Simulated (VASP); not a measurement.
# Rb (P1) in VASP: single point with PBE

Aim: the single point of Rb with PBE.

All numbers are computed with VASP 6.6.1; they aren't measurements. Logs are shortened: lines on timing, memory, paths and dates and some standing lists are left out, and cuts for length are marked.

**1. The cell of the first run**

The typed cell holds 4 atoms: a = 5.740 Å, b = 4.640 Å, c = 12.380 Å, α = 90.00°, β = 90.00°, γ = 90.00°.

**2. Single point, PBE**

Contents of INCAR:

```
PREC = Accurate ; ENCUT = 520
EDIFF = 1E-6 ; ISMEAR = 0
SIGMA = 0.05 ; LREAL = F
LASPH = T ; NELM = 100
ALGO = Fast ; ISIF = 2
LWAVE = F ; LCHARG = T
GGA = PE ; LELF = T
LVHAR = T ; NBANDS = 26
```

Contents of KPOINTS:

```
regular mesh
0
Gamma
  6 8 4
```

Contents of POSCAR:

```
Rb
1.0
    5.7400000000      0.0000000000      0.0000000000
    0.0000000000      4.6400000000      0.0000000000
    0.0000000000      0.0000000000     12.3800000000
Rb
4
Direct
    0.0470000000      0.2500000000      0.8930000000
    0.4530000000      0.7500000000      0.3930000000
    0.5470000000      0.2500000000      0.6070000000
    0.9609190723      0.7482046313      0.1054580511
```

Potentials or basis: VASP PAW PBE potentials, release 64 (Rb_sv).

Command:

```
cat potpaw_PBE.64/Rb_sv/POTCAR > POTCAR
mpirun -np 1 vasp_std > vasp.out
```

OUTCAR:

```text
PREC = Accurate
   ENCUT = 520
   EDIFF = 1E-6
   ISMEAR = 0
   LREAL = F
   LASPH = T
   NELM = 100
   ISIF = 2
   GGA = PE

 ion  position               nearest neighbor table
   1  0.047  0.250  0.893-   4 3.54   4 3.55   3 4.56   3 4.56
   2  0.453  0.750  0.393-   3 3.56   3 3.56   4 4.54   4 4.60
   3  0.547  0.250  0.607-   2 3.56   2 3.56   1 4.56   1 4.56
   4  0.961  0.748  0.105-   1 3.54   1 3.55   2 4.54   2 4.60

  LATTYP: Found a simple orthorhombic cell.
 ALAT       =     4.6400000000
 B/A-ratio  =     1.2370689655
 C/A-ratio  =     2.6681034483

  Lattice vectors:

 A1 = (   0.0000000000,  -4.6400000000,   0.0000000000)
 A2 = (   5.7400000000,   0.0000000000,   0.0000000000)
 A3 = (   0.0000000000,   0.0000000000,  12.3800000000)

Analysis of symmetry for initial positions (statically):
=====================================================================
 Subroutine PRICEL returns:
 Original cell was already a primitive cell.

 Routine SETGRP: Setting up the symmetry group for a
 simple orthorhombic supercell.

 Subroutine GETGRP returns: Found  1 space group operations
 (whereof  1 operations were pure point group operations)
 out of a pool of  8 trial point group operations.

The static configuration has the point symmetry C_1 .

Analysis of symmetry for dynamics (positions and initial velocities):
=====================================================================
 Subroutine PRICEL returns:
 Original cell was already a primitive cell.

 Routine SETGRP: Setting up the symmetry group for a
 simple orthorhombic supercell.

 Subroutine GETGRP returns: Found  1 space group operations
 (whereof  1 operations were pure point group operations)
 out of a pool of  8 trial point group operations.

The dynamic configuration has the point symmetry C_1 .

 Subroutine INISYM returns: Found  1 space group operations
 (whereof  1 operations are pure point group operations),
 and found     1 'primitive' translations

----------------------------------------------------------------------------------------

                                     Primitive cell

  volume of cell :     329.7240

  direct lattice vectors                    reciprocal lattice vectors
     5.740000000  0.000000000  0.000000000     0.174216028  0.000000000  0.000000000
     0.000000000  4.640000000  0.000000000     0.000000000  0.215517241  0.000000000
     0.000000000  0.000000000 12.380000000     0.000000000  0.000000000  0.080775444

  length of vectors
     5.740000000  4.640000000 12.380000000     0.174216028  0.215517241  0.080775444

  position of ions in fractional coordinates (direct lattice)
     0.047000000  0.250000000  0.893000000
     0.453000000  0.750000000  0.393000000
     0.547000000  0.250000000  0.607000000
     0.960919072  0.748204631  0.105458051

  ion indices of the primitive-cell ions
   primitive index   ion index
                 1           1
                 2           2
                 3           3
                 4           4

----------------------------------------------------------------------------------------

 KPOINTS: regular mesh

Automatic generation of k-mesh.
 Grid dimensions read from file:
 generate k-points for:    6    8    4

 Generating k-lattice:

  Cartesian coordinates                     Fractional coordinates (reciprocal lattice)
     0.029036005  0.000000000  0.000000000     0.166666667  0.000000000  0.000000000
     0.000000000  0.026939655  0.000000000     0.000000000  0.125000000  0.000000000
     0.000000000  0.000000000  0.020193861     0.000000000  0.000000000  0.250000000

  Length of vectors
     0.029036005  0.026939655  0.020193861

  Shift w.r.t. Gamma in fractional coordinates (k-lattice)
     0.000000000  0.000000000  0.000000000

 Subroutine IBZKPT returns following result:
 ===========================================

 Found    100 irreducible k-points:

 Following reciprocal coordinates:
            Coordinates               Weight
  0.000000  0.000000  0.000000      1.000000
  0.166667  0.000000  0.000000      2.000000
  0.333333  0.000000  0.000000      2.000000
  0.500000  0.000000  0.000000      1.000000
  0.000000  0.125000  0.000000      2.000000
  0.166667  0.125000  0.000000      2.000000
[... 16 lines left out ...]
  0.000000  0.500000  0.000000      1.000000
  0.166667  0.500000  0.000000      2.000000
 [... further k-points ...]
   k-points           NKPTS =    100   k-points in BZ     NKDIM =    100   number of bands    NBANDS=     26
   number of dos      NEDOS =    301   number of ions     NIONS =      4
   total plane-waves  NPLWV = 165888
   dimension x,y,z NGX =    48 NGY =   36 NGZ =   96
   dimension x,y,z NGXF=    96 NGYF=   72 NGZF=  192
   ions per type =               4
   NGX,Y,Z   is equivalent  to a cutoff of  13.90, 12.90, 12.89 a.u.
   NGXF,Y,Z  is equivalent  to a cutoff of  27.80, 25.80, 25.78 a.u.
 SYSTEM =  unknown system
   PREC   = accura    normal or accurate (medium, high low for compatibility)
   ISTART =      0    job   : 0-new  1-cont  2-samecut
   ICHARG =      2    charge: 1-file 2-atom 10-const
   ISPIN  =      1    spin polarized calculation?
   LNONCOLLINEAR =      F non collinear calculations
   LSORBIT =      F    spin-orbit coupling
   LASPH  =      T    aspherical Exc in radial PAW
   ENCUT  =  520.0 eV  38.22 Ry    6.18 a.u.  10.67  8.63 23.02*2*pi/ulx,y,z
   NELM   =    100;   NELMIN=  2; NELMDL= -5     # of ELM steps
   EDIFF  = 0.1E-05   stopping-criterion for ELM
   LREAL  =      F    real-space projection
   EDIFFG = 0.1E-04   stopping-criterion for IOM
   NSW    =      0    number of steps for IOM
   IBRION =     -1    ionic relax: 0-MD 1-quasi-New 2-CG
   NFREE  =      0    steps in history (QN), initial steepest desc. (CG)
   ISIF   =      2    stress and relaxation
   ISYM   =      2    0-nonsym 1-usesym 2-fastsym
   POTIM  = 0.5000    time-step for ionic-motion
   TEBEG  =    0.0;   TEEND  =   0.0 temperature during run
   PSTRESS=    0.0 pullay stress
   NELECT =      36.0000    total number of electrons
   NUPDOWN=      -1.0000    fix difference up-down
   EMIN   =  10.00;   EMAX   =-10.00  energy-range for DOS
   EFERMI =   0.00;   METHOD = LEGACY
   ISMEAR =     0;   SIGMA  =   0.05  broadening in eV -4-tet -1-fermi 0-gaus
   EFERMI_NEDOS =   21; number of points for ismear=-14 and -15
   IALGO  =     68    algorithm
   IMIX   =      4    mixing-type and parameters
     AMIX     =   0.40;   BMIX     =  1.00
     AMIX_MAG =   1.60;   BMIX_MAG =  1.00
  volume/ion in A,a.u.               =      82.43       556.27
  Fermi-wavevector in a.u.,A,eV,Ry     =   0.782454  1.478624  8.329953  0.612234
  Thomas-Fermi vector in A             =   1.886181
   LORBIT       =      0    0 simple, 1 ext, 2 COOP (PROOUT), +10 PAW based schemes
   GGA     = PE    functional components
   LHFCALC =     F    Hartree Fock is set to
   AEXX    =    0.0000 exact exchange contribution
   IVDW    =     0    specifies the selected vdW correction
   LEPSILON=     F    determine dielectric tensor
   LRPA    =     F    only Hartree local field effects (RPA)
 non-spin polarized calculation
 RMM-DIIS sequential band-by-band and
 Gauss-broadening in eV      SIGMA  =   0.05
  energy-cutoff  :      520.00
  volume of cell :      329.72
 maximum number of plane-waves:      8905
 NGX is ok and might be reduce to    48
   NGX = 21   NGY = 17   NGZ = 47

 number of electron      36.0000000 magnetization

 Free energy of the ion-electron system (eV)
  ---------------------------------------------------
  ext. energy  EPLUGINS =         0.00000000
  ---------------------------------------------------
  free energy    TOTEN  =        -2.32713874 eV

  energy without entropy =       -2.32266067  energy(sigma->0) =       -2.32489970

 E-fermi :   0.3668     XC(G=0):  -5.6781

 val. band max:        0.3655712167   @ k =   0.1667   0.5000   0.2500
 cond. band min:       0.3896364822   @ k =   0.3333   0.0000  -0.2500
 fundamental gap:      0.0240652654
 Fermi energy:         0.3667633014

 k-point     1 :       0.0000    0.0000    0.0000
  band No.  band energies     occupation
      1     -29.0949      2.00000
      2     -29.0741      2.00000
      3     -28.9915      2.00000
      4     -28.9765      2.00000
      5     -13.4864      2.00000
      6     -13.4212      2.00000
[... 18 lines left out ...]
     25       2.7810      0.00000
     26       2.9810      0.00000

 k-point     2 :       0.1667    0.0000    0.0000
  band No.  band energies     occupation
      1     -29.0947      2.00000
      2     -29.0741      2.00000
      3     -28.9913      2.00000
      4     -28.9765      2.00000
      5     -13.4832      2.00000
      6     -13.4257      2.00000
[... 18 lines left out ...]
     25       2.7098      0.00000
     26       2.7625      0.00000

 k-point     3 :       0.3333    0.0000    0.0000
  band No.  band energies     occupation
      1     -29.0945      2.00000
      2     -29.0741      2.00000
      3     -28.9911      2.00000
      4     -28.9767      2.00000
      5     -13.4750      2.00000
      6     -13.4363      2.00000
[... 18 lines left out ...]
     25       2.5923      0.00000
     26       2.6185      0.00000

 k-point     4 :       0.5000    0.0000    0.0000
  band No.  band energies     occupation
      1     -29.0944      2.00000
      2     -29.0741      2.00000
      3     -28.9909      2.00000
      4     -28.9767      2.00000
      5     -13.4687      2.00000
      6     -13.4437      2.00000
[... 18 lines left out ...]
     25       2.5434      0.00000
     26       2.5609      0.00000

 k-point     5 :       0.0000    0.1250    0.0000
  band No.  band energies     occupation
      1     -29.0903      2.00000
      2     -29.0697      2.00000
      3     -28.9948      2.00000
      4     -28.9796      2.00000
      5     -13.4886      2.00000
      6     -13.4260      2.00000
[... 18 lines left out ...]
     25       2.8249      0.00000
     26       2.9458      0.00000

 k-point     6 :       0.1667    0.1250    0.0000
  band No.  band energies     occupation
      1     -29.0902      2.00000
      2     -29.0698      2.00000
      3     -28.9947      2.00000
      4     -28.9796      2.00000
      5     -13.4855      2.00000
      6     -13.4301      2.00000
[... 427 lines left out ...]
 k-point    21 :      -0.3333    0.3750    0.0000
  band No.  band energies     occupation
      1     -29.0591      2.00000
      2     -29.0405      2.00000
      3     -29.0194      2.00000
      4     -29.0032      2.00000
      5     -13.5042      2.00000
      6     -13.4761      2.00000
[... 18 lines left out ...]
     25       2.3941      0.00000
     26       2.5311      0.00000

 k-point    22 :       0.5000    0.3750    0.0000
  band No.  band energies     occupation
      1     -29.0590      2.00000
      2     -29.0406      2.00000
      3     -29.0193      2.00000
      4     -29.0032      2.00000
      5     -13.5011      2.00000
      6     -13.4743      2.00000
[... 18 lines left out ...]
     25       2.4760      0.00000
     26       2.5089      0.00000

 k-point    23 :       0.0000    0.5000    0.0000
  band No.  band energies     occupation
      1     -29.0398      2.00000
      2     -29.0382      2.00000
      3     -29.0213      2.00000
      4     -29.0209      2.00000
      5     -13.5151      2.00000
      6     -13.5099      2.00000
[... 18 lines left out ...]
     25       2.8721      0.00000
     26       2.9231      0.00000

 k-point    24 :       0.1667    0.5000    0.0000
  band No.  band energies     occupation
      1     -29.0397      2.00000
      2     -29.0381      2.00000
      3     -29.0214      2.00000
      4     -29.0209      2.00000
      5     -13.5133      2.00000
      6     -13.5079      2.00000
[... 18 lines left out ...]
     25       2.7559      0.00000
     26       2.7697      0.00000

 [... further k-points ...]

------------------------ aborting loop because EDIFF is reached ----------------------------------------

  FORCE on cell =-STRESS in cart. coord.  units (eV):
  Direction    XX          YY          ZZ          XY          YZ          ZX
  --------------------------------------------------------------------------------------
  -------------------------------------------------------------------------------------
  Total       -1.1930311      3.9122592      4.2960660     -0.0020221      0.0143392      0.0548420
  in kB       -5.7971141     19.0102436     20.8752177     -0.0098256      0.0696764      0.2664852
  external PRESSURE =      11.3627824 kB  Pullay stress =       0.0000000 kB

 VOLUME and BASIS-vectors are now :
 -----------------------------------------------------------------------------
  energy-cutoff  :      520.00
  volume of cell :      329.72
      direct lattice vectors                 reciprocal lattice vectors
     5.740000000  0.000000000  0.000000000     0.174216028  0.000000000  0.000000000
     0.000000000  4.640000000  0.000000000     0.000000000  0.215517241  0.000000000
     0.000000000  0.000000000 12.380000000     0.000000000  0.000000000  0.080775444

 POSITION                                       TOTAL-FORCE (eV/Angst)
 -----------------------------------------------------------------------------------
      0.26978      1.16000     11.05534         0.192276     -0.004660     -0.770227
      2.60022      3.48000      4.86534        -0.195219      0.000520     -0.746660
      3.13978      1.16000      7.51466         0.202361      0.000020      0.742501
      5.51568      3.47167      1.30557        -0.199418      0.004121      0.774386
 -----------------------------------------------------------------------------------
    total drift:                               -0.000003      0.000030      0.000028

  FREE ENERGIE OF THE ION-ELECTRON SYSTEM (eV)
  ---------------------------------------------------
  free  energy   TOTEN  =        -2.3271387418 eV

  energy  without entropy=       -2.3226606672  energy(sigma->0) =       -2.32489970
```

Wall time 9.5 min (1 thread of Intel Xeon 6975P-C (Granite Rapids), shared host); peak memory 0.8 GiB.

Results:

```yaml
Free_energy: -2.3271 eV
Pressure: 1.1 GPa
Largest_force: 0.800 eV/Å
Band_gap_on_the_k_mesh: zero (bands 18 and 19 overlap by 1.50 eV)
```

Forces on the atoms (eV/Å):
```
Rb   0.192 -0.005 -0.770
Rb  -0.195  0.001 -0.747
Rb   0.202  0.000  0.743
Rb  -0.199  0.004  0.774
```

Levels at points of the mesh, in eV from the Fermi level:
```tsv
k point	band 16	band 17	band 18	band 19	band 20	band 21
(0.00, 0.00, 0.00)	-13.26	-2.16	-1.04	-0.90	0.70	1.28
(0.50, 0.00, 0.00)	-13.28	-0.90	-0.89	0.07	0.07	0.26
(0.00, 0.50, 0.00)	-13.25	-0.17	-0.17	0.61	0.61	0.77
(0.50, 0.50, 0.00)	-13.27	0.60	0.60	0.60	0.61	1.26
(0.00, 0.00, 0.50)	-13.29	-1.84	-1.84	0.11	0.12	1.47
(0.50, 0.00, 0.50)	-13.28	-0.83	-0.82	-0.31	-0.30	0.72
(0.00, 0.50, 0.50)	-13.26	-0.09	-0.08	0.22	0.22	1.28
(0.50, 0.50, 0.50)	-13.27	0.60	0.61	0.61	0.61	1.22
```

The gap in the log of VASP goes by the Fermi energy; the results here count the filled bands.